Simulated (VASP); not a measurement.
# Si (Cm) in VASP: further runs, part 2 of 2

VASP 6.6.1. Earlier steps stand in the parts before.

## Step 4: Single point, LDA (atom 1 (Si) moved by (+0.600, -0.300) A along y and z)

INCAR

```
PREC = Accurate
ENCUT = 520
EDIFF = 1E-6
ISMEAR = 0
SIGMA = 0.03
LREAL = F
LASPH = T
NELM = 100
ALGO = Normal
ISIF = 2
LWAVE = F
LCHARG = T
LELF = T
LVHAR = T
NBANDS = 16
```

KPOINTS

```
Automatic mesh
0
Gamma
  12 12 6
```

POSCAR

```
Si
1.0
    3.8313174605      0.0000000000      0.0000000000
   -1.9156587303      3.3180182508      0.0000000000
    0.0000000000      0.0000000000      6.3326220002
Si
4
Direct
    0.4237487492      0.8474974984      0.0156357581
    0.6666666667      0.3333333333      0.5630095000
    0.3333333333      0.6666666667      0.4369905000
    0.6666666667      0.3333333333      0.9369905000
```

Potentials or basis: VASP PAW LDA potentials, release 64 (Si).

Launch:

```bash
$ cat potpaw_LDA.64/Si/POTCAR > POTCAR
$ mpirun -np 1 vasp_std > vasp.out
```

OUTCAR:

```text
PREC = Accurate
   ENCUT = 520
   EDIFF = 1E-6
   ISMEAR = 0
   LREAL = F
   LASPH = T
   NELM = 100
   ISIF = 2

 ion  position               nearest neighbor table
   1  0.424  0.847  0.016-   4 1.69   4 2.61   4 2.61   3 2.73
   2  0.667  0.333  0.563-   3 2.35   3 2.35   3 2.35   4 2.37
   3  0.333  0.667  0.437-   2 2.35   2 2.35   2 2.35   1 2.73
   4  0.667  0.333  0.937-   1 1.69   2 2.37   1 2.61   1 2.61

  LATTYP: Found a hexagonal cell.
 ALAT       =     3.8313174605
[... 652 lines left out ...]

  FORCE on cell =-STRESS in cart. coord.  units (eV):
  Direction    XX          YY          ZZ          XY          YZ          ZX
  --------------------------------------------------------------------------------------
  -------------------------------------------------------------------------------------
  Total       -2.9214880     28.3020009     -0.3984875     -0.0000000     -8.8247490      0.0000000
  in kB      -58.1439076    563.2708123     -7.9307608     -0.0000000   -175.6315240      0.0000000
  external PRESSURE =     165.7320480 kB  Pullay stress =       0.0000000 kB

 VOLUME and BASIS-vectors are now :
 -----------------------------------------------------------------------------
  energy-cutoff  :      520.00
  volume of cell :       80.50
      direct lattice vectors                 reciprocal lattice vectors
     3.831317461  0.000000000  0.000000000     0.261006823  0.150692360  0.000000000
    -1.915658730  3.318018251  0.000000000     0.000000000  0.301384720  0.000000000
     0.000000000  0.000000000  6.332622000     0.000000000  0.000000000  0.157912473

 POSITION                                       TOTAL-FORCE (eV/Angst)
 -----------------------------------------------------------------------------------
     -0.00000      2.81201      0.09902         0.000000    -21.858239      7.667039
      1.91566      1.10601      3.56533         0.000000     -0.124553     -0.368217
     -0.00000      2.21201      2.76730        -0.000000      0.523852     -0.984174
      1.91566      1.10601      5.93361        -0.000000     21.458939     -6.314648
 -----------------------------------------------------------------------------------
    total drift:                                0.000000     -0.000029      0.000027

  FREE ENERGIE OF THE ION-ELECTRON SYSTEM (eV)
  ---------------------------------------------------
  free  energy   TOTEN  =       -18.2451749438 eV

  energy  without entropy=      -18.2449375439  energy(sigma->0) =      -18.24505624
```

stdout:

```text
POSCAR found type information on POSCAR Si
 POSCAR found :  1 types and       4 ions
 scaLAPACK will be used
 LDA part: xc-table for (Slater(with rela. corr.)+CA(PZ))
 , standard interpolation
 POSCAR, INCAR and KPOINTS ok, starting setup
 FFT: planning ... GRIDC
 FFT: planning ... GRID_SOFT
 FFT: planning ... GRID
 WAVECAR not read
 entering main loop
```

Run time: 1.7 min. Hardware: 1 thread of AMD EPYC 9R45 (Zen 5), shared host; peak memory 0.29 GiB.

What came out:

| Property | Result |
| --- | --- |
| Free energy | -18.2452 eV |
| Pressure | 16.6 GPa |
| Largest force | 23.164 eV/Å |
| Band gap on the k mesh | zero (bands 8 and 9 overlap by 0.99 eV) |

Forces in eV/Å, atoms in the order of the input:
```
Si    0.000 -21.858   7.667
Si    0.000  -0.125  -0.368
Si    0.000   0.524  -0.984
Si    0.000  21.459  -6.315
```

Stress tensor (GPa, compression positive):
```
 -5.81   0.00   0.00
  0.00  56.33 -17.56
  0.00 -17.56  -0.79
```

Caveat: the cell differs from its parent crystal (atom 1 (Si) moved by (+0.600, -0.300) A along y and z); the cell stands under pressure; forces of over 1 eV/Å act on the atoms, so gaps and moduli don't describe the material at rest.

## Step 5: Single point, LDA (atom 1 (Si) moved by (+0.600, +0.300) A along y and z)

INCAR

```
SYSTEM = Si
  PREC = Accurate
  ENCUT = 520
  EDIFF = 1E-7
  ISMEAR = 0
  SIGMA = 0.03
  LREAL = .FALSE.
  LASPH = .TRUE.
  NELM = 100
  ALGO = Normal
  ISIF = 2
  LWAVE = .FALSE.
  LCHARG = .FALSE.
  GGA = CA
  NBANDS = 16
```

KPOINTS

```
Automatic mesh
0
G
  12 12 6
  0 0 0
```

Edit POSCAR of step 4 so:

```diff
@@ -8,3 +8,3 @@
 Direct
-    0.4237487492      0.8474974984      0.0156357581
+    0.4237487492      0.8474974984      0.1103832419
     0.6666666667      0.3333333333      0.5630095000
```

Launch:

```bash
$ cat potpaw_LDA.64/Si/POTCAR > POTCAR
$ mpirun -np 1 vasp_std > vasp.out
```

Wall time 1.9 min (1 thread of AMD EPYC 9R45 (Zen 5), shared host); peak memory 0.29 GiB.

Results (log left out):

* Free energy: -21.3794 eV
* Pressure: 5.3 GPa
* Largest force: 7.462 eV/Å
* Band gap on the k mesh: zero (bands 8 and 9 overlap by 1.15 eV)

Forces on the atoms (eV/Å):
```
Si   0.000 -6.731 -0.009
Si   0.000 -0.143  0.304
Si   0.000 -0.164  2.187
Si   0.000  7.038 -2.482
```

Stress tensor (GPa, compression positive):
```
 -6.23   0.00   0.00
  0.00  11.71 -14.57
  0.00 -14.57  10.51
```

Levels at points of the mesh, in eV from the Fermi level:
| k point | band 4 | band 5 | band 6 | band 7 | band 8 | band 9 | band 10 | band 11 | band 12 | band 13 |
| --- | --- | --- | --- | --- | --- | --- | --- | --- | --- | --- |
| (0.00, 0.00, 0.00) | -2.22 | -1.70 | -1.48 | 0.23 | 0.50 | 0.53 | 1.86 | 1.87 | 2.36 | 2.68 |
| (0.50, 0.00, 0.00) | -5.83 | -4.79 | -3.43 | -3.12 | -1.08 | -0.36 | 1.51 | 1.82 | 2.61 | 4.12 |
| (0.00, 0.50, 0.00) | -6.46 | -4.85 | -4.11 | -3.22 | -0.90 | 0.36 | 2.32 | 2.64 | 3.21 | 4.16 |
| (0.00, 0.00, 0.50) | -4.64 | -1.56 | -1.39 | -1.06 | 0.78 | 0.83 | 1.11 | 1.69 | 2.53 | 2.89 |
| (0.50, 0.00, 0.50) | -6.22 | -3.80 | -3.11 | -2.66 | -1.25 | -0.04 | 0.50 | 0.84 | 1.81 | 4.74 |
| (0.00, 0.50, 0.50) | -6.97 | -3.05 | -2.95 | -2.47 | -1.67 | -0.35 | 0.53 | 1.18 | 2.67 | 4.65 |

Caveat: the cell differs from its parent crystal (atom 1 (Si) moved by (+0.600, +0.300) A along y and z); the cell stands under pressure; forces of over 1 eV/Å act on the atoms, so gaps and moduli don't describe the material at rest.

## Step 6: Single point, LDA (atom 1 (Si) moved by (-0.300, -0.300) A along y and z)

INCAR

```
SYSTEM = Si
PREC = Accurate
ENCUT = 520
EDIFF = 1E-7
ISMEAR = 0
SIGMA = 0.03
LREAL = .False.
LASPH = .True.
NELM = 100
ALGO = Normal
ISIF = 2
LWAVE = .False.
LCHARG = .False.
GGA = CA
NBANDS = 16
```

KPOINTS

```
regular mesh
0
Gamma
  12 12 6
  0 0 0
```

Edit POSCAR of step 5 so:

```diff
@@ -8,3 +8,3 @@
 Direct
-    0.4237487492      0.8474974984      0.1103832419
+    0.2881256254      0.5762512508      0.0156357581
     0.6666666667      0.3333333333      0.5630095000
```

Potentials or basis: VASP PAW LDA potentials, release 64 (Si).

Launch:

```bash
$ cat potpaw_LDA.64/Si/POTCAR > POTCAR
$ mpirun -np 1 vasp_std > vasp.out
```

OUTCAR:

```text
SYSTEM = Si
   PREC = Accurate
   ENCUT = 520
   EDIFF = 1E-7
   ISMEAR = 0
   LREAL = .False.
   LASPH = .True.
   NELM = 100
   ISIF = 2
   GGA = CA

 ion  position               nearest neighbor table
   1  0.288  0.576  0.016-   4 2.14   4 2.14   4 2.56   3 2.69
   2  0.667  0.333  0.563-   3 2.35   3 2.35   3 2.35   4 2.37
   3  0.333  0.667  0.437-   2 2.35   2 2.35   2 2.35   1 2.69
   4  0.667  0.333  0.937-   1 2.14   1 2.14   2 2.37   1 2.56

  LATTYP: Found a hexagonal cell.
 ALAT       =     3.8313174605
 C/A-ratio  =     1.6528575524

  Lattice vectors:

 A1 = (   3.8313174605,   0.0000000000,   0.0000000000)
 A2 = (  -1.9156587303,   3.3180182508,   0.0000000000)
 A3 = (   0.0000000000,   0.0000000000,   6.3326220002)

Analysis of symmetry for initial positions (statically):
=====================================================================
 Subroutine PRICEL returns:
 Original cell was already a primitive cell.

 Routine SETGRP: Setting up the symmetry group for a
 hexagonal supercell.

 Subroutine GETGRP returns: Found  2 space group operations
 (whereof  2 operations were pure point group operations)
 out of a pool of 24 trial point group operations.

The static configuration has the point symmetry C_1h.

Analysis of symmetry for dynamics (positions and initial velocities):
=====================================================================
 Subroutine PRICEL returns:
 Original cell was already a primitive cell.

 Routine SETGRP: Setting up the symmetry group for a
 hexagonal supercell.

 Subroutine GETGRP returns: Found  2 space group operations
 (whereof  2 operations were pure point group operations)
 out of a pool of 24 trial point group operations.

The dynamic configuration has the point symmetry C_1h.

 Subroutine INISYM returns: Found  2 space group operations
 (whereof  2 operations are pure point group operations),
 and found     1 'primitive' translations

----------------------------------------------------------------------------------------

                                     Primitive cell

  volume of cell :      80.5027

  direct lattice vectors                    reciprocal lattice vectors
     3.831317461  0.000000000  0.000000000     0.261006823  0.150692360  0.000000000
    -1.915658730  3.318018251  0.000000000     0.000000000  0.301384720  0.000000000
     0.000000000  0.000000000  6.332622000     0.000000000  0.000000000  0.157912473

  length of vectors
     3.831317461  3.831317461  6.332622000     0.301384720  0.301384720  0.157912473

  position of ions in fractional coordinates (direct lattice)
     0.288125625  0.576251251  0.015635758
     0.666666667  0.333333333  0.563009500
     0.333333333  0.666666667  0.436990500
     0.666666667  0.333333333  0.936990500

  ion indices of the primitive-cell ions
   primitive index   ion index
                 1           1
                 2           2
                 3           3
                 4           4

----------------------------------------------------------------------------------------

 KPOINTS: regular mesh

Automatic generation of k-mesh.
 Grid dimensions read from file:
 generate k-points for:   12   12    6

 Generating k-lattice:

  Cartesian coordinates                     Fractional coordinates (reciprocal lattice)
     0.021750569  0.012557697  0.000000000     0.083333333  0.000000000  0.000000000
     0.000000000  0.025115393  0.000000000     0.000000000  0.083333333  0.000000000
     0.000000000  0.000000000  0.026318745     0.000000000  0.000000000  0.166666667

  Length of vectors
     0.025115393  0.025115393  0.026318745

  Shift w.r.t. Gamma in fractional coordinates (k-lattice)
     0.000000000  0.000000000  0.000000000

 Subroutine IBZKPT returns following result:
 ===========================================

 Found    242 irreducible k-points:

 Following reciprocal coordinates:
            Coordinates               Weight
  0.000000  0.000000  0.000000      1.000000
  0.083333  0.000000  0.000000      4.000000
  0.000000  0.083333  0.000000      2.000000
  0.166667  0.000000  0.000000      4.000000
  0.000000  0.166667  0.000000      2.000000
  0.250000  0.000000  0.000000      4.000000
[... 16 lines left out ...]
 -0.083333  0.416667  0.000000      4.000000
 -0.416667  0.333333  0.000000      4.000000
 [... further k-points ...]
   k-points           NKPTS =    242   k-points in BZ     NKDIM =    242   number of bands    NBANDS=     16
   number of dos      NEDOS =    301   number of ions     NIONS =      4
   total plane-waves  NPLWV =  37632
   dimension x,y,z NGX =    28 NGY =   28 NGZ =   48
   dimension x,y,z NGXF=    56 NGYF=   56 NGZF=   96
   ions per type =               4
   NGX,Y,Z   is equivalent  to a cutoff of  12.15, 12.15, 12.60 a.u.
   NGXF,Y,Z  is equivalent  to a cutoff of  24.30, 24.30, 25.20 a.u.
 SYSTEM =  Si
   PREC   = accura    normal or accurate (medium, high low for compatibility)
   ISTART =      0    job   : 0-new  1-cont  2-samecut
   ICHARG =      2    charge: 1-file 2-atom 10-const
   ISPIN  =      1    spin polarized calculation?
   LNONCOLLINEAR =      F non collinear calculations
   LSORBIT =      F    spin-orbit coupling
   LASPH  =      T    aspherical Exc in radial PAW
   ENCUT  =  520.0 eV  38.22 Ry    6.18 a.u.   7.12  7.12 11.77*2*pi/ulx,y,z
   NELM   =    100;   NELMIN=  2; NELMDL= -5     # of ELM steps
   EDIFF  = 0.1E-06   stopping-criterion for ELM
   LREAL  =      F    real-space projection
   EDIFFG = 0.1E-05   stopping-criterion for IOM
   NSW    =      0    number of steps for IOM
   IBRION =     -1    ionic relax: 0-MD 1-quasi-New 2-CG
   NFREE  =      0    steps in history (QN), initial steepest desc. (CG)
   ISIF   =      2    stress and relaxation
   ISYM   =      2    0-nonsym 1-usesym 2-fastsym
   POTIM  = 0.5000    time-step for ionic-motion
   TEBEG  =    0.0;   TEEND  =   0.0 temperature during run
   PSTRESS=    0.0 pullay stress
   NELECT =      16.0000    total number of electrons
   NUPDOWN=      -1.0000    fix difference up-down
   EMIN   =  10.00;   EMAX   =-10.00  energy-range for DOS
   EFERMI =   0.00;   METHOD = LEGACY
   ISMEAR =     0;   SIGMA  =   0.03  broadening in eV -4-tet -1-fermi 0-gaus
   EFERMI_NEDOS =   21; number of points for ismear=-14 and -15
   IALGO  =     38    algorithm
   IMIX   =      4    mixing-type and parameters
     AMIX     =   0.40;   BMIX     =  1.00
     AMIX_MAG =   1.60;   BMIX_MAG =  1.00
  volume/ion in A,a.u.               =      20.13       135.81
  Fermi-wavevector in a.u.,A,eV,Ry     =   0.955384  1.805414 12.418837  0.912759
  Thomas-Fermi vector in A             =   2.084217
   LORBIT       =      0    0 simple, 1 ext, 2 COOP (PROOUT), +10 PAW based schemes
   GGA     = CA    functional components
   LHFCALC =     F    Hartree Fock is set to
   AEXX    =    0.0000 exact exchange contribution
   IVDW    =     0    specifies the selected vdW correction
   LEPSILON=     F    determine dielectric tensor
   LRPA    =     F    only Hartree local field effects (RPA)
 non-spin polarized calculation
 Gauss-broadening in eV      SIGMA  =   0.03
  energy-cutoff  :      520.00
  volume of cell :       80.50
 maximum number of plane-waves:      2208
   NGX = 15   NGY = 15   NGZ = 23

 number of electron      16.0000000 magnetization

 Free energy of the ion-electron system (eV)
  ---------------------------------------------------
  ext. energy  EPLUGINS =         0.00000000
  ---------------------------------------------------
  free energy    TOTEN  =       -22.69824615 eV

  energy without entropy =      -22.69800391  energy(sigma->0) =      -22.69812503

 E-fermi :   5.9689     XC(G=0):  -9.5832

 val. band max:        5.9540022855   @ k =   0.0000   0.5000   0.5000
 cond. band min:       5.9696090207   @ k =   0.0000   0.4167   0.5000
 fundamental gap:      0.0156067352
 Fermi energy:         5.9689358950

 k-point     1 :       0.0000    0.0000    0.0000
  band No.  band energies     occupation
      1      -6.4404      2.00000
      2      -4.1838      2.00000
      3      -0.7682      2.00000
      4       3.1811      2.00000
      5       4.8080      2.00000
      6       5.5492      2.00000
[... 433 lines left out ...]
      3      -1.9200      2.00000
      4       0.4378      2.00000
      5       1.3826      2.00000
      6       2.6782      2.00000
[... 8 lines left out ...]
     15      12.2393      0.00000
     16      12.6958      0.00000

 [... further k-points ...]

------------------------ aborting loop because EDIFF is reached ----------------------------------------

  FORCE on cell =-STRESS in cart. coord.  units (eV):
  Direction    XX          YY          ZZ          XY          YZ          ZX
  --------------------------------------------------------------------------------------
  -------------------------------------------------------------------------------------
  Total        6.0093185     -1.7505029     -2.4021967      0.0000000      0.7760877     -0.0000000
  in kB      119.5983883    -34.8387801    -47.8088910      0.0000000     15.4458178     -0.0000000
  external PRESSURE =      12.3169057 kB  Pullay stress =       0.0000000 kB

 VOLUME and BASIS-vectors are now :
 -----------------------------------------------------------------------------
  energy-cutoff  :      520.00
  volume of cell :       80.50
      direct lattice vectors                 reciprocal lattice vectors
     3.831317461  0.000000000  0.000000000     0.261006823  0.150692360  0.000000000
    -1.915658730  3.318018251  0.000000000     0.000000000  0.301384720  0.000000000
     0.000000000  0.000000000  6.332622000     0.000000000  0.000000000  0.157912473

 POSITION                                       TOTAL-FORCE (eV/Angst)
 -----------------------------------------------------------------------------------
     -0.00000      1.91201      0.09902        -0.000000      3.605185      3.065887
      1.91566      1.10601      3.56533        -0.000000      0.023844     -0.420006
     -0.00000      2.21201      2.76730         0.000000     -0.240615     -1.065664
      1.91566      1.10601      5.93361         0.000000     -3.388414     -1.580216
 -----------------------------------------------------------------------------------
    total drift:                                0.000000     -0.000047      0.000016

  FREE ENERGIE OF THE ION-ELECTRON SYSTEM (eV)
  ---------------------------------------------------
  free  energy   TOTEN  =       -22.6982461463 eV

  energy  without entropy=      -22.6980039064  energy(sigma->0) =      -22.69812503
```

stdout:

```text
POSCAR found type information on POSCAR Si
 POSCAR found :  1 types and       4 ions
 scaLAPACK will be used
 LDA part: xc-table for (Slater(with rela. corr.)+CA(PZ))
 , standard interpolation
 POSCAR, INCAR and KPOINTS ok, starting setup
 FFT: planning ... GRIDC
 FFT: planning ... GRID_SOFT
 FFT: planning ... GRID
 WAVECAR not read
 entering main loop
```

Wall time 1.7 min (1 thread of AMD EPYC 9R45 (Zen 5), shared host); peak memory 0.29 GiB.

Results:

* Free energy: -22.6982 eV
* Pressure: 1.2 GPa
* Largest force: 4.733 eV/Å
* Band gap on the k mesh: zero (bands 8 and 9 overlap by 0.70 eV)

Forces in eV/Å, atoms in the order of the input:
```
Si   0.000  3.605  3.066
Si   0.000  0.024 -0.420
Si   0.000 -0.241 -1.066
Si   0.000 -3.388 -1.580
```

Stress tensor (GPa, compression positive):
```
11.96  0.00  0.00
 0.00 -3.48  1.54
 0.00  1.54 -4.78
```

Caveat: the cell differs from its parent crystal (atom 1 (Si) moved by (-0.300, -0.300) A along y and z); semilocal functionals underestimate gaps, so a narrow gap can read as zero; forces of over 1 eV/Å act on the atoms, so gaps and moduli don't describe the material at rest.

## Step 7: The runs side by side

```csv
cell,gap on the mesh (eV),pressure (GPa),largest force (eV/Å)
"as given, atomic positions A",none,0.1,5.14
"as given, atomic positions B",none,10.7,16.69
"as given, atomic positions C",none,16.6,23.16
"as given, atomic positions D",none,5.3,7.46
"as given, atomic positions E",none,1.2,4.73
```

Alike in all rows: task single point; level LDA; potentials or basis VASP PAW LDA potentials, release 64 (Si); no spin polarisation; k mesh 12 × 12 × 6; cutoff (eV) 520; smearing gaussian 0.03 eV.

Caveats: forces of over 1 eV/Å act on the atoms, so gaps and moduli don't describe the material at rest; the cell stands under pressure (at least some runs); semilocal functionals underestimate gaps, so a narrow gap can read as zero (at least some runs).

Total energies depend on the potentials used, so only differences within one code and one set of settings carry meaning.
